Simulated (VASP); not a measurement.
# AlN (P6_3/mmc) in VASP: further runs, part 2 of 2

VASP 6.6.1.

### Step 3. Single point, PBE (volume 8.760 Å^3 an atom, c/a of the conventional cell 1.2980)

Input file INCAR:

```
SYSTEM = AlN
PREC = Accurate
ENCUT = 520
EDIFF = 1E-7
ISMEAR = 0
SIGMA = 0.05
LREAL = .FALSE.
LASPH = .TRUE.
NELM = 80
ALGO = Normal
ISIF = 2
LWAVE = .FALSE.
LCHARG = .TRUE.
GGA = PE
LELF = .TRUE.
LVHAR = .TRUE.
NBANDS = 16
```

Input file KPOINTS:

```
regular mesh
0
G
  9 9 6
  0 0 0
```

Input file POSCAR:

```
AlN
1.0
    3.1471655678      0.0000000000      0.0000000000
   -1.5735827839      2.7255253316      0.0000000000
    0.0000000000      0.0000000000      4.0850209070
Al N
2 2
Direct
    0.3333333333      0.6666666667      0.7500000000
    0.6666666667      0.3333333333      0.2500000000
    0.3333333333      0.6666666667      0.2500000000
    0.6666666667      0.3333333333      0.7500000000
```

Potentials or basis: VASP PAW PBE potentials, release 64 (Al, N).

Run with:

```bash
$ cat potpaw_PBE.64/Al/POTCAR potpaw_PBE.64/N/POTCAR > POTCAR
$ mpirun -np 1 vasp_std > vasp.out
```

OUTCAR:

```text
SYSTEM = AlN
   PREC = Accurate
   ENCUT = 520
   EDIFF = 1E-7
   ISMEAR = 0
   LREAL = .FALSE.
   LASPH = .TRUE.
   NELM = 80
   ISIF = 2
   GGA = PE

 ion  position               nearest neighbor table
   1  0.333  0.667  0.750-   4 1.82   4 1.82   4 1.82   3 2.04   3 2.04   2 2.73   2 2.73   2 2.73
                             2 2.73   2 2.73   2 2.73
   2  0.667  0.333  0.250-   3 1.82   3 1.82   3 1.82   4 2.04   4 2.04   1 2.73   1 2.73   1 2.73
                             1 2.73   1 2.73   1 2.73
   3  0.333  0.667  0.250-   2 1.82   2 1.82   2 1.82   1 2.04   1 2.04
   4  0.667  0.333  0.750-   1 1.82   1 1.82   1 1.82   2 2.04   2 2.04

  LATTYP: Found a hexagonal cell.
 ALAT       =     3.1471655678
 C/A-ratio  =     1.2980000000

  Lattice vectors:

 A1 = (   3.1471655678,   0.0000000000,   0.0000000000)
 A2 = (  -1.5735827839,   2.7255253316,   0.0000000000)
 A3 = (   0.0000000000,   0.0000000000,   4.0850209070)

Analysis of symmetry for initial positions (statically):
[... 10 lines left out ...]

The static configuration has the point symmetry D_3d.
 The point group associated with its full space group is D_6h.

Analysis of symmetry for dynamics (positions and initial velocities):
[... 10 lines left out ...]

The dynamic configuration has the point symmetry D_3d.
 The point group associated with its full space group is D_6h.

 Subroutine INISYM returns: Found 24 space group operations
[... 5 lines left out ...]
                                     Primitive cell

  volume of cell :      35.0400

  direct lattice vectors                    reciprocal lattice vectors
     3.147165568  0.000000000  0.000000000     0.317746232  0.183450872  0.000000000
    -1.573582784  2.725525332  0.000000000     0.000000000  0.366901745  0.000000000
     0.000000000  0.000000000  4.085020907     0.000000000  0.000000000  0.244796789

  length of vectors
     3.147165568  3.147165568  4.085020907     0.366901745  0.366901745  0.244796789

  position of ions in fractional coordinates (direct lattice)
     0.333333333  0.666666667  0.750000000
     0.666666667  0.333333333  0.250000000
     0.333333333  0.666666667  0.250000000
     0.666666667  0.333333333  0.750000000

  ion indices of the primitive-cell ions
   primitive index   ion index
                 1           1
                 2           2
                 3           3
                 4           4

----------------------------------------------------------------------------------------

 KPOINTS: regular mesh

Automatic generation of k-mesh.
 Grid dimensions read from file:
 generate k-points for:    9    9    6

 Generating k-lattice:

  Cartesian coordinates                     Fractional coordinates (reciprocal lattice)
     0.035305137  0.020383430  0.000000000     0.111111111  0.000000000  0.000000000
     0.000000000  0.040766861  0.000000000     0.000000000  0.111111111  0.000000000
     0.000000000  0.000000000  0.040799465     0.000000000  0.000000000  0.166666667

  Length of vectors
     0.040766861  0.040766861  0.040799465

  Shift w.r.t. Gamma in fractional coordinates (k-lattice)
     0.000000000  0.000000000  0.000000000

 Subroutine IBZKPT returns following result:
 ===========================================

 Found     48 irreducible k-points:

 Following reciprocal coordinates:
            Coordinates               Weight
  0.000000  0.000000  0.000000      1.000000
  0.111111 -0.000000  0.000000      6.000000
  0.222222 -0.000000  0.000000      6.000000
  0.333333  0.000000  0.000000      6.000000
  0.444444 -0.000000  0.000000      6.000000
  0.111111  0.111111  0.000000      6.000000
[... 16 lines left out ...]
  0.333333  0.222222  0.166667     24.000000
  0.333333  0.333333  0.166667      4.000000
 [... further k-points ...]
   k-points           NKPTS =     48   k-points in BZ     NKDIM =     48   number of bands    NBANDS=     16
   number of dos      NEDOS =    301   number of ions     NIONS =      4
   total plane-waves  NPLWV =  17280
   dimension x,y,z NGX =    24 NGY =   24 NGZ =   30
   dimension x,y,z NGXF=    48 NGYF=   48 NGZF=   60
   ions per type =               2   2
   NGX,Y,Z   is equivalent  to a cutoff of  12.68, 12.68, 12.21 a.u.
   NGXF,Y,Z  is equivalent  to a cutoff of  25.36, 25.36, 24.42 a.u.
 SYSTEM =  AlN
   PREC   = accura    normal or accurate (medium, high low for compatibility)
   ISTART =      0    job   : 0-new  1-cont  2-samecut
   ICHARG =      2    charge: 1-file 2-atom 10-const
   ISPIN  =      1    spin polarized calculation?
   LNONCOLLINEAR =      F non collinear calculations
   LSORBIT =      F    spin-orbit coupling
   LASPH  =      T    aspherical Exc in radial PAW
   ENCUT  =  520.0 eV  38.22 Ry    6.18 a.u.   5.85  5.85  7.60*2*pi/ulx,y,z
   NELM   =     80;   NELMIN=  2; NELMDL= -5     # of ELM steps
   EDIFF  = 0.1E-06   stopping-criterion for ELM
   LREAL  =      F    real-space projection
   EDIFFG = 0.1E-05   stopping-criterion for IOM
   NSW    =      0    number of steps for IOM
   IBRION =     -1    ionic relax: 0-MD 1-quasi-New 2-CG
   NFREE  =      0    steps in history (QN), initial steepest desc. (CG)
   ISIF   =      2    stress and relaxation
   ISYM   =      2    0-nonsym 1-usesym 2-fastsym
   POTIM  = 0.5000    time-step for ionic-motion
   TEBEG  =    0.0;   TEEND  =   0.0 temperature during run
   PSTRESS=    0.0 pullay stress
   NELECT =      16.0000    total number of electrons
   NUPDOWN=      -1.0000    fix difference up-down
   EMIN   =  10.00;   EMAX   =-10.00  energy-range for DOS
   EFERMI =   0.00;   METHOD = LEGACY
   ISMEAR =     0;   SIGMA  =   0.05  broadening in eV -4-tet -1-fermi 0-gaus
   EFERMI_NEDOS =   21; number of points for ismear=-14 and -15
   IALGO  =     38    algorithm
   IMIX   =      4    mixing-type and parameters
     AMIX     =   0.40;   BMIX     =  1.00
     AMIX_MAG =   1.60;   BMIX_MAG =  1.00
  volume/ion in A,a.u.               =       8.76        59.12
  Fermi-wavevector in a.u.,A,eV,Ry     =   1.260647  2.382277 21.622795  1.589231
  Thomas-Fermi vector in A             =   2.394146
   LORBIT       =      0    0 simple, 1 ext, 2 COOP (PROOUT), +10 PAW based schemes
   GGA     = PE    functional components
   LHFCALC =     F    Hartree Fock is set to
   AEXX    =    0.0000 exact exchange contribution
   IVDW    =     0    specifies the selected vdW correction
   LEPSILON=     F    determine dielectric tensor
   LRPA    =     F    only Hartree local field effects (RPA)
 non-spin polarized calculation
 Gauss-broadening in eV      SIGMA  =   0.05
  energy-cutoff  :      520.00
  volume of cell :       35.04
 maximum number of plane-waves:       956
 NGX is ok and might be reduce to    24
   NGX = 11   NGY = 11   NGZ = 15

 number of electron      16.0000004 magnetization

 Free energy of the ion-electron system (eV)
  ---------------------------------------------------
  ext. energy  EPLUGINS =         0.00000000
  ---------------------------------------------------
  free energy    TOTEN  =       -28.82095716 eV

  energy without entropy =      -28.82095716  energy(sigma->0) =      -28.82095716

 E-fermi :   9.8383     XC(G=0): -11.7378

 val. band max:        9.5573804908   @ k =   0.0000   0.0000   0.0000
 cond. band min:      13.7445868158   @ k =   0.0000   0.0000   0.0000
 fundamental gap:      4.1872063250
 Fermi energy:         9.8382706048

 k-point     1 :       0.0000    0.0000    0.0000
  band No.  band energies     occupation
      1      -8.3494      2.00000
      2      -4.2345      2.00000
      3       1.7250      2.00000
      4       5.9077      2.00000
      5       5.9077      2.00000
      6       7.5495      2.00000
[... 8 lines left out ...]
     15      21.9994      0.00000
     16      21.9994      0.00000

 k-point     2 :       0.1111   -0.0000    0.0000
  band No.  band energies     occupation
      1      -8.1854      2.00000
      2      -4.2146      2.00000
      3       1.8962      2.00000
      4       5.3544      2.00000
      5       5.6876      2.00000
      6       7.0678      2.00000
[... 8 lines left out ...]
     15      21.3308      0.00000
     16      22.2630      0.00000
[... 387 lines left out ...]
      5       4.0308      2.00000
      6       5.8330      2.00000
[... 8 lines left out ...]
     15      22.2225      0.00000
     16      24.1813      0.00000

 k-point    24 :       0.3333    0.3333    0.1667
  band No.  band energies     occupation
      1      -5.3008      2.00000
      2      -5.3008      2.00000
      3       2.1719      2.00000
      4       3.4686      2.00000
      5       3.4686      2.00000
      6       5.9012      2.00000
[... 8 lines left out ...]
     15      21.8796      0.00000
     16      23.9248      0.00000

 [... further k-points ...]
[... 5 lines left out ...]
  --------------------------------------------------------------------------------------
  -------------------------------------------------------------------------------------
  Total        8.8833494      8.8833494      5.3044733      0.0000000      0.0000000      0.0000000
  in kB      406.1843902    406.1843901    242.5430064      0.0000000      0.0000000      0.0000000
  external PRESSURE =     351.6372622 kB  Pullay stress =       0.0000000 kB

 VOLUME and BASIS-vectors are now :
 -----------------------------------------------------------------------------
  energy-cutoff  :      520.00
  volume of cell :       35.04
      direct lattice vectors                 reciprocal lattice vectors
     3.147165568  0.000000000  0.000000000     0.317746232  0.183450872  0.000000000
    -1.573582784  2.725525332  0.000000000     0.000000000  0.366901745  0.000000000
     0.000000000  0.000000000  4.085020907     0.000000000  0.000000000  0.244796789

 POSITION                                       TOTAL-FORCE (eV/Angst)
 -----------------------------------------------------------------------------------
     -0.00000      1.81702      3.06377         0.000000     -0.000000      0.000000
      1.57358      0.90851      1.02126        -0.000000      0.000000      0.000000
     -0.00000      1.81702      1.02126         0.000000     -0.000000      0.000000
      1.57358      0.90851      3.06377        -0.000000      0.000000      0.000000
 -----------------------------------------------------------------------------------
    total drift:                               -0.000000      0.000000      0.000000

  FREE ENERGIE OF THE ION-ELECTRON SYSTEM (eV)
  ---------------------------------------------------
  free  energy   TOTEN  =       -28.8209571597 eV

  energy  without entropy=      -28.8209571597  energy(sigma->0) =      -28.82095716
```

stdout:

```text
POSCAR found type information on POSCAR AlN
 POSCAR found :  2 types and       4 ions
 scaLAPACK will be used
 LDA part: xc-table for (Slater+PW92), standard interpolation
 POSCAR, INCAR and KPOINTS ok, starting setup
 FFT: planning ... GRIDC
 FFT: planning ... GRID_SOFT
 FFT: planning ... GRID
 WAVECAR not read
 entering main loop
```

It took 11 s on 1 thread of Intel Xeon Platinum 8488C (Sapphire Rapids), shared host; peak memory 0.15 GiB.

Results:

```yaml
Free_energy: -28.8210 eV
Pressure: 35.2 GPa
Band_gap_on_the_k_mesh: 4.19 eV, direct
```

Stress tensor (GPa, compression positive):
```
40.62  0.00  0.00
 0.00 40.62  0.00
 0.00  0.00 24.25
```

### Step 4. Single point, PBE (volume 8.760 Å^3 an atom, c/a of the conventional cell 1.2305)

Input file INCAR:

```
PREC = Accurate ; ENCUT = 520
EDIFF = 1E-6 ; ISMEAR = 0
SIGMA = 0.05 ; LREAL = False
LASPH = True ; NELM = 100
ALGO = Normal ; ISIF = 2
LWAVE = False ; LCHARG = True
GGA = PE ; LELF = True
LVHAR = True ; NBANDS = 16
```

Input file KPOINTS:

```
regular mesh
0
Gamma
  9 9 6
```

Input file POSCAR:

```
AlN
1.0
    3.2036909612      0.0000000000      0.0000000000
   -1.6018454806      2.7744777582      0.0000000000
    0.0000000000      0.0000000000      3.9421417277
Al N
2 2
Direct
    0.3333333333      0.6666666667      0.7500000000
    0.6666666667      0.3333333333      0.2500000000
    0.3333333333      0.6666666667      0.2500000000
    0.6666666667      0.3333333333      0.7500000000
```

Run with:

```bash
$ cat potpaw_PBE.64/Al/POTCAR potpaw_PBE.64/N/POTCAR > POTCAR
$ mpirun -np 1 vasp_std > vasp.out
```

Run time: 11 s. Hardware: 1 thread of Intel Xeon Platinum 8488C (Sapphire Rapids), shared host; peak memory 0.15 GiB.

Results (log left out):

```
Free energy            : -28.8710 eV
Pressure               : 33.2 GPa
Band gap on the k mesh : 4.25 eV, direct
```

Stress tensor (GPa, compression positive):
```
31.89  0.00  0.00
 0.00 31.89  0.00
 0.00  0.00 35.68
```

Levels at points of the mesh, in eV from the valence-band top:
```
           k point  band 4  band 5  band 6  band 7  band 8  band 9  band 10  band 11  band 12  band 13
(0.00, 0.00, 0.00)   -3.64   -3.64   -1.72   -1.72    0.00    4.25     5.47     8.91     8.91    12.34
(0.00, 0.00, 0.50)   -3.85   -2.73   -2.73   -2.73   -2.73    6.51     6.51     8.95     8.95     8.95
```

### Step 5. Single point, PBE (volume 8.760 Å^3 an atom, c/a of the conventional cell 1.3693)

Input file INCAR:

```
PREC = Accurate
ENCUT = 520
EDIFF = 1E-7
ISMEAR = 0
SIGMA = 0.05
LREAL = F
LASPH = T
NELM = 100
ALGO = Normal
ISIF = 2
LWAVE = F
LCHARG = F
GGA = PE
NBANDS = 16
```

Input file KPOINTS:

```
Automatic mesh
0
Gamma
  9 9 6
```

Input file POSCAR:

```
AlN
1.0
    3.0915643161      0.0000000000      0.0000000000
   -1.5457821581      2.6773732352      0.0000000000
    0.0000000000      0.0000000000      4.2332790181
Al N
2 2
Direct
    0.3333333333      0.6666666667      0.7500000000
    0.6666666667      0.3333333333      0.2500000000
    0.3333333333      0.6666666667      0.2500000000
    0.6666666667      0.3333333333      0.7500000000
```

Run with:

```bash
$ cat potpaw_PBE.64/Al/POTCAR potpaw_PBE.64/N/POTCAR > POTCAR
$ mpirun -np 1 vasp_std > vasp.out
```

Run time: 12 s. Hardware: 1 thread of Intel Xeon Platinum 8488C (Sapphire Rapids), shared host; peak memory 0.15 GiB.

It converged, with:

| Quantity | Value |
| --- | --- |
| Free energy | -28.6192 eV |
| Pressure | 39.9 GPa |
| Band gap on the k mesh | 4.14 eV, direct |

Stress tensor (GPa, compression positive):
```
51.68  0.00  0.00
 0.00 51.68  0.00
 0.00  0.00 16.39
```

Levels at points of the mesh, in eV from the valence-band top:
```tsv
k point	band 6	band 7	band 8	band 9	band 10	band 11
(0.00, 0.00, 0.00)	-2.22	-2.22	0.00	4.14	5.75	9.33
(0.00, 0.00, 0.50)	-2.94	-2.94	-2.94	6.48	6.48	9.53
```

 A k mesh can miss the band edges.

### Step 6. Single point, PBE (volume 8.760 Å^3 an atom, c/a of the conventional cell 1.2638)

Input file INCAR:

```
SYSTEM = AlN
ALGO = Normal ; EDIFF = 1E-6
ENCUT = 520 ; GGA = PE
ISIF = 2 ; ISMEAR = 0
LASPH = .True. ; LCHARG = .True.
LELF = .True. ; LREAL = .False.
LVHAR = .True. ; LWAVE = .False.
NBANDS = 16 ; NELM = 80
PREC = Accurate ; SIGMA = 0.05
```

Input file KPOINTS:

```
k-points
0
Gamma
  9 9 6
  0 0 0
```

Input file POSCAR:

```
AlN
1.0
    3.1752982057      0.0000000000      0.0000000000
   -1.5876491029      2.7498889107      0.0000000000
    0.0000000000      0.0000000000      4.0129562948
Al N
2 2
Direct
    0.3333333333      0.6666666667      0.7500000000
    0.6666666667      0.3333333333      0.2500000000
    0.3333333333      0.6666666667      0.2500000000
    0.6666666667      0.3333333333      0.7500000000
```

Potentials or basis: VASP PAW PBE potentials, release 64 (Al, N).

Run with:

```bash
$ cat potpaw_PBE.64/Al/POTCAR potpaw_PBE.64/N/POTCAR > POTCAR
$ mpirun -np 1 vasp_std > vasp.out
```

Wall time 18 s (1 thread of Intel Xeon Platinum 8488C (Sapphire Rapids), shared host); peak memory 0.15 GiB.

It converged, with:

| Item | Value |
| --- | --- |
| Free energy | -28.8656 eV |
| Pressure | 33.8 GPa |
| Band gap on the k mesh | 4.22 eV, direct |

Stress tensor (GPa, compression positive):
```
35.99  0.00  0.00
 0.00 35.99  0.00
 0.00  0.00 29.47
```

Levels at points of the mesh, in eV from the valence-band top:
```csv
k point,band 4,band 5,band 6,band 7,band 8,band 9,band 10,band 11,band 12,band 13
"(0.00, 0.00, 0.00)",-3.65,-3.65,-1.87,-1.87,0.00,4.22,5.48,8.96,8.96,12.33
"(0.00, 0.00, 0.50)",-3.95,-2.81,-2.81,-2.81,-2.81,6.46,6.46,9.05,9.05,9.05
```

 A k mesh can miss the band edges.

### Step 7. The runs side by side

| cell | gap on the mesh (eV) | pressure (GPa) |
| --- | --- | --- |
| a = 3.261, b = 3.261, c = 3.804 Å, angles 90.0, 90.0, 120.0°, 4 atoms | 4.31 | 34.1 |
| a = 3.147, b = 3.147, c = 4.085 Å, angles 90.0, 90.0, 120.0°, 4 atoms | 4.19 | 35.2 |
| a = 3.204, b = 3.204, c = 3.942 Å, angles 90.0, 90.0, 120.0°, 4 atoms | 4.25 | 33.2 |
| a = 3.092, b = 3.092, c = 4.233 Å, angles 90.0, 90.0, 120.0°, 4 atoms | 4.14 | 39.9 |
| a = 3.175, b = 3.175, c = 4.013 Å, angles 90.0, 90.0, 120.0°, 4 atoms | 4.22 | 33.8 |

Alike in all rows: task single point; level PBE; potentials or basis VASP PAW PBE potentials, release 64 (Al, N); no spin polarisation; k mesh 9 × 9 × 6; cutoff (eV) 520; smearing gaussian 0.05 eV.

Absolute energies hang on the potentials; compare differences alone.
